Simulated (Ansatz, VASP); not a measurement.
Sb in VASP and in Ansatz

```xyz
1
Lattice="0.0000 2.3712 2.3712 2.3712 0.0000 2.3712 2.3712 2.3712 0.0000" Properties=species:S:1:pos:R:3 pbc="T T T"
Sb    0.0000    0.0000    0.0000
```

Alike in both runs: functional LDA; k mesh 7 × 7 × 7; occupations fermi-dirac, width 0.05 eV; non-collinear spin, spin-orbit coupling.

```csv
,VASP,Ansatz
version,VASP 6.6.1,Ansatz 0.2.0
potentials or method,"VASP PAW LDA potentials, release 64 (Sb)",Ansatz PAW
plane-wave cutoff (eV),520,420
valence electrons in the cell,5,15
task,single point,band structure
```

Ansatz gave:

```
pressure (GPa)           : -2.2
net moment per atom (μB) : 0.00
```

Which values does VASP return?

Pressure (GPa): -2.3; net moment per atom (μB): 0.00.

LDA's correlation is that of Perdew and Zunger in VASP and of Perdew and Wang (1992) in Ansatz. VASP's potentials hold 5 valence electrons a cell and Ansatz's 15, so a difference there can come from the potentials and not from the codes.
